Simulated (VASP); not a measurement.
Runs of VASP 6.6.1 on K. The structure is that of space group Fm-3m (No. 225), or close to it. The cells are those of the table. This isn't the form of K at room conditions, which is bcc.

| cell | gap on the mesh (eV) | pressure (GPa) |
| --- | --- | --- |
| a = 4.461 Å, angles 60.0°, 1 atom | none | 0.6 |
| a = 4.776 Å, angles 60.0°, 1 atom | none | -0.3 |
| a = 4.592 Å, angles 60.0°, 1 atom | none | 0.1 |
| a = 4.716 Å, angles 60.0°, 1 atom | none | (a) |
| a = 4.527 Å, angles 60.0°, 1 atom | none | (b) |

Alike in all rows: task single point; level PBEsol; potentials or basis VASP PAW PBE potentials, release 64 (K_sv); no spin polarisation; k mesh 9 × 9 × 9; cutoff (eV) 520; smearing fermi-dirac 0.1 eV.

Problem. Fill in the values left out.

Solution. (a) -0.1; (b) 0.3.

Caveats: the PAW data sets were made with another functional, which shifts forces and pressure a little.

A gap of «none» marks levels without a gap at the run's occupations.
